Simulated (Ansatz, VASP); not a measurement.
**Ge: VASP beside Ansatz**

```xyz
2
Lattice="0.0000 2.6510 2.9929 2.6510 0.0000 2.9929 2.6510 2.6510 0.0000" Properties=species:S:1:pos:R:3 pbc="T T T"
Ge    2.6510    2.6510    2.9929
Ge    3.9764    3.9764    4.4894
```

Alike in both runs: task single point; functional PBE; k mesh 14 × 14 × 14; occupations gaussian, width 0.15 eV; no spin polarisation.

```csv
,VASP,Ansatz
version,VASP 6.6.1,Ansatz 0.2.0
potentials or method,"VASP PAW PBE potentials, release 64 (Ge_d), cutoff 520 eV","scalar-relativistic, plane waves, PAW"
valence electrons in the cell,28,28
```

Ansatz gave:

* gap on the k mesh at the Fermi level (eV): none
* pressure (GPa): 10.1
* traceless stress, the component that is largest in VASP (GPa): -7.03

Task: Estimate VASP's values.

Result: gap on the k mesh at the Fermi level (eV): none; pressure (GPa): 10.0; traceless stress, the component that is largest in VASP (GPa): -7.06.

A gap of «none» marks a metal or a gap that the smearing closes.
